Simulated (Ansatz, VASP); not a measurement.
## CdTe in VASP and in Ansatz

The input POSCAR:

```
CdTe
1.0
    0.0000000000      3.3455542185      3.3455542185
    3.3455542185      0.0000000000      3.3455542185
    3.3455542185      3.3455542185      0.0000000000
Cd Te
1 1
Direct
    0.0000000000      0.0000000000      0.0000000000
    0.2500000000      0.2500000000      0.2500000000
```

Contents of INCAR.step1:

```
PREC = Accurate ; ENCUT = 520
ISMEAR = -1 ; SIGMA = 0.02
LREAL = False ; LASPH = True
NELM = 150 ; MAGMOM = 0 0 0 0 0 0
LSORBIT = True ; GGA_COMPAT = False
NBANDS = 30 ; GGA = PE
ALGO = Normal ; EDIFF = 1E-4
LWAVE = True ; LCHARG = False
```

INCAR.step2

```
PREC = Accurate ; ENCUT = 520
EDIFF = 1E-6 ; ISMEAR = -1
SIGMA = 0.02 ; LREAL = False
LASPH = True ; NELM = 150
ALGO = Normal ; ISIF = 2
LWAVE = False ; LCHARG = False
MAGMOM = 0 0 0 0 0 0 ; LORBIT = 11
LSORBIT = True ; GGA_COMPAT = False
LORBMOM = True ; METAGGA = R2SCAN
LMIXTAU = True ; NBANDS = 30
ISTART = 1
```

Contents of KPOINTS:

```
Automatic mesh
0
Gamma
  6 6 6
```

Input for Ansatz:

```yaml
crystal:
  lattice:
    - [0.0, 3.3455542185, 3.3455542185]
    - [3.3455542185, 0.0, 3.3455542185]
    - [3.3455542185, 3.3455542185, 0.0]
  atoms:
    - { symbol: Cd, position: [0.0, 0.0, 0.0] }
    - { symbol: Te, position: [0.25, 0.25, 0.25] }
kpoints:
  mp_grid: { grid: [6, 6, 6] }
  band_path:
    path:
      - [0.0, 0.0, 0.0]
      - [-0.5, -0.5, 0.0]
      - [-0.375, -0.375, 0.25]
      - [-0.375, 0.0, 0.375]
      - [0.0, 0.0, 0.5]
      - [-0.5, -0.25, 0.25]
    npoints: 1
hamiltonian:
  xc: r2scan
scf:
  occupations: { method: fermi_dirac, width: 0.02 }
  n_extra_bands: 8
magnetization:
  noncollinear: true
  spin_orbit: true
output:
  forces: true
  stress: true
  eigenvalues: true
```

Change from the starting cell: hydrostatic strain +2.0%.

Alike in both runs: task single point; functional r2SCAN; k mesh 6 × 6 × 6; occupations fermi-dirac, width 0.02 eV; non-collinear spin, spin-orbit coupling.

|  | VASP | Ansatz |
| --- | --- | --- |
| version | VASP 6.6.1 | Ansatz 0.2.0 |
| potentials or method | VASP PAW PBE potentials, release 64 (Cd, Te) | plane waves, PAW |
| plane-wave cutoff (eV) | 520 | 500 |
| valence electrons in the cell | 18 | 36 |

|  | VASP | Ansatz | Ansatz less VASP |
| --- | --- | --- | --- |
| pressure (GPa) | -2.0 | -2.1 | -0.10 |
| net moment per atom (μB) | 0.00 | 0.00 | 0.000 |

VASP's potentials were made for PBE, not for r2SCAN. The functional is the same, so the differences come from potentials, cutoffs and numerics. VASP's potentials hold 18 valence electrons a cell and Ansatz's 36, so a difference there can come from the potentials and not from the codes.
